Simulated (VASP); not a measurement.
# W in VASP: relaxation of the atoms with PBE

Aim: the relaxation of the atoms of W with PBE.

Everything below comes from runs of VASP 6.6.1. Logs are shortened: lines on timing, memory, paths and dates and some standing lists are left out, and cuts for length are marked.

### Step 1. The cell of the first run

The cell holds a slab with vacuum, 3 atoms: a = 4.502 Å, b = 4.502 Å, c = 17.838 Å, α = 90.00°, β = 90.00°, γ = 120.00°.

### Step 2. Relaxation of the atoms, PBE

INCAR reads:

```
PREC = Accurate
ENCUT = 520
EDIFF = 1E-6
ISMEAR = -1
SIGMA = 0.08
LREAL = F
LASPH = T
NELM = 80
ALGO = Normal
ISIF = 2
LWAVE = F
LCHARG = F
LDIPOL = T
IDIPOL = 3
DIPOL = 0.5 0.5 0.500
GGA = PE
IBRION = 2
NSW = 60
EDIFFG = -0.01
```

KPOINTS reads:

```
Automatic mesh
0
Gamma
  9 9 1
```

POSCAR reads:

```
W
1.0
    4.5020337158      0.0000000000      0.0000000000
   -2.2510168579      3.8988755666      0.0000000000
    0.0000000000      0.0000000000     17.8379000000
W
3
Direct
    0.1666666665      0.3333333335      0.4484819523
    0.5000000005      0.9999999995      0.4999999998
    0.8333333335      0.6666666665      0.5515180477
```

Potentials or basis: VASP PAW PBE potentials, release 64 (W_sv).

On the command line:

```sh
cat potpaw_PBE.64/W_sv/POTCAR > POTCAR
mpirun -np 1 vasp_std > vasp.out
```

OUTCAR:

```text
PREC = Accurate
   ENCUT = 520
   EDIFF = 1E-6
   ISMEAR = -1
   LREAL = F
   LASPH = T
   NELM = 80
   ISIF = 2
   GGA = PE
   IBRION = 2
   NSW = 60
   EDIFFG = -0.01

 ion  position               nearest neighbor table
   1  0.167  0.333  0.448-   2 2.76   2 2.76   2 2.76   3 3.18   3 3.18   3 3.18
   2  0.500  1.000  0.500-   1 2.76   1 2.76   3 2.76   3 2.76   3 2.76   1 2.76
   3  0.833  0.667  0.552-   2 2.76   2 2.76   2 2.76   1 3.18   1 3.18   1 3.18

  LATTYP: Found a hexagonal cell.
 ALAT       =     4.5020337158
 C/A-ratio  =     3.9621871194

  Lattice vectors:

 A1 = (   4.5020337158,   0.0000000000,   0.0000000000)
 A2 = (  -2.2510168579,   3.8988755666,   0.0000000000)
 A3 = (   0.0000000000,   0.0000000000,  17.8379000000)

Analysis of symmetry for initial positions (statically):
=====================================================================
 Subroutine PRICEL returns:
 Original cell was already a primitive cell.

 Routine SETGRP: Setting up the symmetry group for a
 hexagonal supercell.

 Subroutine GETGRP returns: Found 12 space group operations
 (whereof  4 operations were pure point group operations)
 out of a pool of 24 trial point group operations.

The static configuration has the point symmetry C_2h.
 The point group associated with its full space group is D_3d.

Analysis of symmetry for dynamics (positions and initial velocities):
=====================================================================
 Subroutine PRICEL returns:
 Original cell was already a primitive cell.

 Routine SETGRP: Setting up the symmetry group for a
 hexagonal supercell.

 Subroutine GETGRP returns: Found 12 space group operations
 (whereof  4 operations were pure point group operations)
 out of a pool of 24 trial point group operations.

The dynamic configuration has the point symmetry C_2h.
 The point group associated with its full space group is D_3d.

 Subroutine INISYM returns: Found 12 space group operations
 (whereof  4 operations are pure point group operations),
 and found     1 'primitive' translations

----------------------------------------------------------------------------------------

                                     Primitive cell

  volume of cell :     313.1063

  direct lattice vectors                    reciprocal lattice vectors
     4.502033716  0.000000000  0.000000000     0.222121837  0.128242102  0.000000000
    -2.251016858  3.898875567  0.000000000     0.000000000  0.256484205  0.000000000
     0.000000000  0.000000000 17.837900000     0.000000000  0.000000000  0.056060411

  length of vectors
     4.502033716  4.502033716 17.837900000     0.256484205  0.256484205  0.056060411

  position of ions in fractional coordinates (direct lattice)
     0.166666666  0.333333334  0.448481952
     0.500000001  0.999999999  0.500000000
     0.833333334  0.666666666  0.551518048

  ion indices of the primitive-cell ions
   primitive index   ion index
                 1           1
                 2           2
                 3           3

----------------------------------------------------------------------------------------

 KPOINTS: Automatic mesh

Automatic generation of k-mesh.
 Grid dimensions read from file:
 generate k-points for:    9    9    1

 Generating k-lattice:

  Cartesian coordinates                     Fractional coordinates (reciprocal lattice)
     0.024680204  0.014249122  0.000000000     0.111111111 -0.000000000  0.000000000
     0.000000000  0.028498245  0.000000000     0.000000000  0.111111111  0.000000000
     0.000000000  0.000000000  0.056060411     0.000000000  0.000000000  1.000000000

  Length of vectors
     0.028498245  0.028498245  0.056060411

  Shift w.r.t. Gamma in fractional coordinates (k-lattice)
     0.000000000  0.000000000  0.000000000

 Subroutine IBZKPT returns following result:
 ===========================================

 Found     12 irreducible k-points:

 Following reciprocal coordinates:
            Coordinates               Weight
  0.000000  0.000000  0.000000      1.000000
  0.111111  0.000000  0.000000      6.000000
  0.222222  0.000000  0.000000      6.000000
  0.333333  0.000000  0.000000      6.000000
  0.444444  0.000000  0.000000      6.000000
  0.111111  0.111111  0.000000      6.000000
  0.222222  0.111111  0.000000     12.000000
  0.333333  0.111111  0.000000     12.000000
  0.444444  0.111111  0.000000      6.000000
  0.222222  0.222222  0.000000      6.000000
  0.333333  0.222222  0.000000     12.000000
  0.333333  0.333333  0.000000      2.000000
   k-points           NKPTS =     12   k-points in BZ     NKDIM =     12   number of bands    NBANDS=     25
   number of dos      NEDOS =    301   number of ions     NIONS =      3
   total plane-waves  NPLWV = 181440
   dimension x,y,z NGX =    36 NGY =   36 NGZ =  140
   dimension x,y,z NGXF=    72 NGYF=   72 NGZF=  280
   ions per type =               3
   NGX,Y,Z   is equivalent  to a cutoff of  13.29, 13.29, 13.05 a.u.
   NGXF,Y,Z  is equivalent  to a cutoff of  26.59, 26.59, 26.10 a.u.
 SYSTEM =  unknown system
   PREC   = accura    normal or accurate (medium, high low for compatibility)
   ISTART =      0    job   : 0-new  1-cont  2-samecut
   ICHARG =      2    charge: 1-file 2-atom 10-const
   ISPIN  =      1    spin polarized calculation?
   LNONCOLLINEAR =      F non collinear calculations
   LSORBIT =      F    spin-orbit coupling
   LASPH  =      T    aspherical Exc in radial PAW
   ENCUT  =  520.0 eV  38.22 Ry    6.18 a.u.   8.37  8.37 33.17*2*pi/ulx,y,z
   NELM   =     80;   NELMIN=  2; NELMDL= -5     # of ELM steps
   EDIFF  = 0.1E-05   stopping-criterion for ELM
   LREAL  =      F    real-space projection
   EDIFFG = -.1E-01   stopping-criterion for IOM
   NSW    =     60    number of steps for IOM
   IBRION =      2    ionic relax: 0-MD 1-quasi-New 2-CG
   NFREE  =      1    steps in history (QN), initial steepest desc. (CG)
   ISIF   =      2    stress and relaxation
   ISYM   =      2    0-nonsym 1-usesym 2-fastsym
   POTIM  = 0.5000    time-step for ionic-motion
   TEBEG  =    0.0;   TEEND  =   0.0 temperature during run
   PSTRESS=    0.0 pullay stress
   NELECT =      42.0000    total number of electrons
   NUPDOWN=      -1.0000    fix difference up-down
   EMIN   =  10.00;   EMAX   =-10.00  energy-range for DOS
   EFERMI =   0.00;   METHOD = LEGACY
   ISMEAR =    -1;   SIGMA  =   0.08  broadening in eV -4-tet -1-fermi 0-gaus
   EFERMI_NEDOS =   21; number of points for ismear=-14 and -15
   IALGO  =     38    algorithm
   IMIX   =      4    mixing-type and parameters
     AMIX     =   0.40;   BMIX     =  1.00
     AMIX_MAG =   1.60;   BMIX_MAG =  1.00
  volume/ion in A,a.u.               =     104.37       704.32
  Fermi-wavevector in a.u.,A,eV,Ry     =   0.838032  1.583651  9.555341  0.702298
  Thomas-Fermi vector in A             =   1.952020
   LORBIT       =      0    0 simple, 1 ext, 2 COOP (PROOUT), +10 PAW based schemes
   GGA     = PE    functional components
   LHFCALC =     F    Hartree Fock is set to
   AEXX    =    0.0000 exact exchange contribution
   IVDW    =     0    specifies the selected vdW correction
   LEPSILON=     F    determine dielectric tensor
   LRPA    =     F    only Hartree local field effects (RPA)
 conjugate gradient relaxation of ions
 non-spin polarized calculation
  energy-cutoff  :      520.00
  volume of cell :      313.11
 maximum number of plane-waves:      8485
 NGX is ok and might be reduce to    36
   NGX = 17   NGY = 17   NGZ = 67

--------------------------------------- Ionic step        1  -------------------------------------------

 number of electron      41.9999996 magnetization

 Free energy of the ion-electron system (eV)
  ---------------------------------------------------
  ext. energy  EPLUGINS =         0.00000000
  ---------------------------------------------------
  free energy    TOTEN  =       -29.82018679 eV

  energy without entropy =      -29.70785282  energy(sigma->0) =      -29.76401981

------------------------ aborting loop because EDIFF is reached ----------------------------------------

  FORCE on cell =-STRESS in cart. coord.  units (eV):
  Direction    XX          YY          ZZ          XY          YZ          ZX
  --------------------------------------------------------------------------------------
  -------------------------------------------------------------------------------------
  Total      -15.2403147    -15.2403147     -5.4546861      0.0000000     -0.0000000      0.0000000
  in kB      -77.9852870    -77.9852870    -27.9118425      0.0000000     -0.0000000      0.0000000
  external PRESSURE =     -61.2941388 kB  Pullay stress =       0.0000000 kB
[... 133 lines left out ...]
  energy  without entropy=      -31.1963440958  energy(sigma->0) =      -31.22054469

--------------------------------------- Ionic step        5  -------------------------------------------

 number of electron      41.9999996 magnetization

 dipolmoment           0.000000      0.000000      0.000000 electrons x Angstroem

 Free energy of the ion-electron system (eV)
  ---------------------------------------------------
  ext. energy  EPLUGINS =         0.00000000
  ---------------------------------------------------
  free energy    TOTEN  =       -31.24676830 eV

  energy without entropy =      -31.20055952  energy(sigma->0) =      -31.22366391

 E-fermi :  -2.0992     XC(G=0):  -3.2424

 val. band max:       -2.1781201535   @ k =   0.3333   0.3333   0.0000
 cond. band min:      -1.9341393972   @ k =   0.2222   0.1111   0.0000
 fundamental gap:      0.2439807564
 Fermi energy:        -2.0991845633

 k-point     1 :       0.0000    0.0000    0.0000
  band No.  band energies     occupation
      1     -76.0651      2.00000
      2     -75.9707      2.00000
      3     -75.5050      2.00000
      4     -40.3981      2.00000
      5     -40.3852      2.00000
      6     -40.3773      2.00000
[... 325 lines left out ...]
     24      -0.9381      0.00000
     25       0.2134      0.00000

------------------------ aborting loop because EDIFF is reached ----------------------------------------

 vacuum level on the upper side and lower side of the slab       (xc-potential included)        -0.133        -0.133

  FORCE on cell =-STRESS in cart. coord.  units (eV):
  Direction    XX          YY          ZZ          XY          YZ          ZX
  --------------------------------------------------------------------------------------
  -------------------------------------------------------------------------------------
  Total       -4.8977778     -4.8977778     -0.0222573      0.0000000     -0.0000000      0.0000000
  in kB      -25.0621210    -25.0621210     -0.1138916      0.0000000     -0.0000000      0.0000000
  external PRESSURE =     -16.7460445 kB  Pullay stress =       0.0000000 kB

 VOLUME and BASIS-vectors are now :
 -----------------------------------------------------------------------------
  energy-cutoff  :      520.00
  volume of cell :      313.11
      direct lattice vectors                 reciprocal lattice vectors
     4.502033716  0.000000000  0.000000000     0.222121837  0.128242102  0.000000000
    -2.251016858  3.898875567  0.000000000     0.000000000  0.256484205  0.000000000
     0.000000000  0.000000000 17.837900000     0.000000000  0.000000000  0.056060411
[... 9 lines left out ...]
  FREE ENERGIE OF THE ION-ELECTRON SYSTEM (eV)
  ---------------------------------------------------
  free  energy   TOTEN  =       -31.2467682987 eV

  energy  without entropy=      -31.2005595191  energy(sigma->0) =      -31.22366391

 reached required accuracy - stopping structural energy minimisation

 vacuum level on the upper side and lower side of the slab         2.291         2.291
```

It took 8.6 min on 1 thread of Intel Xeon Platinum 8259CL at 2.50GHz (Skylake/Cascade Lake), shared host; peak memory 0.48 GiB.

Results:

```yaml
Free_energy: -31.2468 eV
Energy_gained_by_relaxing: 475.5 meV/atom
Ionic_steps: 5
Largest_force_after_relaxing: 0.007 eV/Å
```

Forces on the atoms (eV/Å):
```
W    0.000  0.000 -0.007
W    0.000  0.000  0.000
W    0.000  0.000  0.007
```

Step by step:
```tsv
step	energy change (eV)	largest force (eV/Å)	pressure (GPa)
1	0.0000	2.9518	-6.13
2	-0.7188	2.0718	-4.75
3	-1.4162	0.3137	-2.01
4	-1.4246	0.1321	-1.53
5	-1.4266	0.0074	-1.67
```

Final structure:
```xyz
3
Lattice="4.5020 0.0000 0.0000 -2.2510 3.8989 0.0000 0.0000 0.0000 17.8379" Properties=species:S:1:pos:R:3 pbc="T T T"
W     0.0000    1.2996    8.4478
W     0.0000    3.8989    8.9190
W     2.2510    2.5993    9.3901
```

Caveat: spin-orbit coupling is left out, which moves the levels of the heavy elements.
